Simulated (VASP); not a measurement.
**Ni: relaxation of volume and atoms at fixed shape with LDA**

Ni:

```
CELL_PARAMETERS angstrom
0.00000 1.76200 1.76200
1.76200 0.00000 1.76200
1.76200 1.76200 0.00000
ATOMIC_POSITIONS crystal
Ni 0.00000 0.00000 0.00000
```

```json
{
  "Program": "VASP 6.6.1",
  "Task": "relaxation of volume and atoms at fixed shape",
  "Functional": "LDA",
  "Potentials or basis": "VASP PAW LDA potentials, release 64 (Ni)",
  "Cutoff": "600 eV",
  "k mesh": "18 × 18 × 18",
  "Occupations": "methfessel-paxton, width 0.1 eV",
  "Spin": "collinear spin, ferromagnetic start",
  "Starting moments": "[0.65] μB",
  "Dipole correction": "no",
  "Further INCAR settings": "ALGO = Normal; EDIFF = 1e-06; IBRION = 2; EDIFFG = -0.02; NSW = 80; ISIF = 8"
}
```

- Relaxed volume: 10.02 Å³/atom
- Relaxed cell: a = 2.420 Å, b = 2.420 Å, c = 2.420 Å, α = 60.00°, β = 60.00°, γ = 60.00°
- Space group after relaxing (to 0.1 Å): Fm-3m (No. 225)
- Energy gained by relaxing: 56.5 meV/atom
- Ionic steps: 4
- Pressure after relaxing: 0.0 GPa
- Net moment: 0.60 μB per cell
- Site moments: Ni +0.60 μB
- Valence electrons inside the program's atomic spheres: Ni 9.48

Step by step:
| step | energy change (eV) | largest force (eV/Å) | pressure (GPa) | volume (Å³) |
| --- | --- | --- | --- | --- |
| 1 | 0.0000 | 0.0000 | -18.03 | 10.94 |
| 2 | 0.0236 | 0.0000 | 30.86 | 9.11 |
| 3 | -0.0564 | 0.0000 | -0.40 | 10.04 |
| 4 | -0.0565 | 0.0000 | 0.01 | 10.02 |

Final structure:
```yaml
crystal:
  lattice:
    - [0.00000, 1.71110, 1.71110]
    - [1.71110, 0.00000, 1.71110]
    - [1.71110, 1.71110, 0.00000]
  atoms:
    - { symbol: Ni, position: [0.00000, 0.00000, 0.00000] }
```

Levels at points of the mesh, in eV from the Fermi level:
Spin up:
| k point | band 1 | band 2 | band 3 | band 4 | band 5 | band 6 | band 7 | band 8 | band 9 |
| --- | --- | --- | --- | --- | --- | --- | --- | --- | --- |
| (0.00, 0.00, 0.00) | -9.57 | -2.58 | -2.58 | -2.58 | -1.27 | -1.27 | 24.47 | 28.88 | 28.88 |
| (0.50, 0.00, 0.00) | -5.27 | -2.58 | -2.58 | -0.49 | -0.49 | -0.41 | 6.33 | 22.95 | 26.02 |
| (0.50, 0.50, 0.00) | -5.13 | -4.59 | -0.46 | -0.32 | -0.32 | 2.51 | 10.04 | 15.55 | 15.55 |
Spin down:
```tsv
k point	band 2	band 3	band 4	band 5	band 6	band 7	band 8	band 9
(0.00, 0.00, 0.00)	-1.96	-1.96	-1.96	-0.71	-0.71	24.46	28.93	28.93
(0.50, 0.00, 0.00)	-2.04	-2.04	-0.37	0.16	0.16	6.72	22.94	26.15
(0.50, 0.50, 0.00)	-4.08	0.13	0.39	0.39	2.57	10.33	15.63	15.63
```

Run time: 4.7 min on 1 thread of Intel Xeon 8259CL, on a shared host, peak memory 0.13 GiB.
